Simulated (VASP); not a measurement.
## MgS: single point with r2SCAN

Crystal: MgS.

```xyz
4
Lattice="4.2955 0.0000 0.0000 -2.1478 3.7200 0.0000 0.0000 0.0000 5.2851" Properties=species:S:1:pos:R:3 pbc="T T T"
Mg    0.0000    2.4800    1.3213
Mg    2.1478    1.2400    3.9638
S     2.1478    1.2400    1.3213
S     0.0000    2.4800    3.9638
```

- Program: VASP 6.6.1
- Task: single point
- Functional: r2SCAN
- Potentials or basis: VASP PAW PBE potentials, release 64 (Mg, S)
- Cutoff: 520 eV
- k mesh: 6 × 6 × 4
- Occupations: gaussian, width 0.01 eV
- Spin: no spin polarisation

* Pressure: -0.3 GPa
* Band gap on the k mesh: 3.63 eV, direct

Stress tensor (GPa, compression positive):
```
-0.38  0.00  0.00
 0.00 -0.38  0.00
 0.00  0.00 -0.30
```

Levels at points of the mesh, in eV from the valence-band top:
| k point | band 5 | band 6 | band 7 | band 8 | band 9 | band 10 | band 11 | band 12 |
| --- | --- | --- | --- | --- | --- | --- | --- | --- |
| (0.00, 0.00, 0.00) | -2.08 | -0.91 | -0.91 | 0.00 | 3.63 | 3.64 | 6.58 | 6.58 |
| (0.50, 0.00, 0.00) | -2.73 | -2.54 | -1.63 | -0.83 | 3.85 | 5.98 | 6.58 | 7.02 |
| (0.00, 0.00, 0.50) | -1.53 | -1.53 | -1.53 | -1.53 | 5.19 | 5.19 | 6.51 | 6.51 |
| (0.50, 0.00, 0.50) | -1.94 | -1.94 | -0.86 | -0.86 | 4.99 | 4.99 | 7.08 | 7.08 |

It took 55 s on 1 thread of Intel(R) Xeon(R) Platinum 8488C (Sapphire Rapids), with other jobs on the host, peak memory 0.21 GiB.

Caveat: the PAW data sets were made with another functional, which shifts forces and pressure a little. A k mesh can miss the band edges.
